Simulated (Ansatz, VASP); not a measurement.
# Two plane-wave programs on BaGe2N2

```
Ba N Ge
1.0
     4.07254    0.00000    0.00000
    -2.03627    3.52693    0.00000
     0.00000    0.00000    6.99907
Ba N Ge
1 2 2
Direct
  0.00000 0.00000 0.00000
  0.33330 0.66670 0.62930
  0.66670 0.33330 0.37070
  0.33330 0.66670 0.26217
  0.66670 0.33330 0.73783
```

Alike in both runs: task single point; functional PBE; k mesh 10 × 10 × 5; no spin polarisation.

|  | VASP | Ansatz |
| --- | --- | --- |
| version | VASP 6.6.1 | Ansatz 0.2.0 |
| potentials or method | VASP PAW PBE potentials, release 64 (Ba_sv, N, Ge_d), cutoff 520 eV | PAW plane waves |
| occupations | fermi-dirac, width 0.1 eV | fermi-dirac |
| valence electrons in the cell | 48 | 48 |

Ansatz gave:

- pressure (GPa): -6.5
- traceless stress, the component that is largest in VASP (GPa): -0.67
- rms of the force components (eV/Å): 1.781

Task: What did VASP give for the same quantities?

Result: Pressure (GPa): -5.7; traceless stress, the component that is largest in VASP (GPa): -0.73; rms of the force components (eV/Å): 1.804.

Atom by atom the forces differ by 0.029 eV/Å (rms over components). Ansatz's warnings: structure snapped to symmetry.

Neither program's run includes spin-orbit coupling.
